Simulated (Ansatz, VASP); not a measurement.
## Two plane-wave programs on Pd

```
Pd
1.0
     2.80226    0.00000    0.00000
    -1.40113    2.42683    0.00000
     0.00000    0.00000    4.67233
Pd
2
Direct
  0.33333 0.66667 0.25000
  0.66667 0.33333 0.75000
```

Alike in both runs: task single point; functional RPBE; k mesh 15 × 15 × 8; occupations fermi-dirac, width 0.05 eV; collinear spin.

|  | VASP | Ansatz |
| --- | --- | --- |
| version | VASP 6.6.1 | Ansatz 0.2.0 |
| potentials or method | VASP PAW PBE potentials, release 64 (Pd), cutoff 520 eV | plane waves (420 eV) with PAW, scalar-relativistic |
| valence electrons in the cell | 20 | 36 |

```csv
,VASP,Ansatz,Ansatz less VASP
pressure (GPa),-0.3,-0.1,+0.21
"traceless stress, the component that is largest in VASP (GPa)",-0.31,-0.27,+0.035
net moment per atom (μB),0.36,0.36,-0.001
size of the moment on the site where the two differ most (μB),0.37,0.38,+0.008
```

VASP's potentials were made for PBE, not for RPBE. Site moments also hang on the region over which each program counts them. The functional is the same, so the differences come from potentials, cutoffs and numerics. VASP's potentials hold 20 valence electrons a cell and Ansatz's 36, so a difference there can come from the potentials and not from the codes.
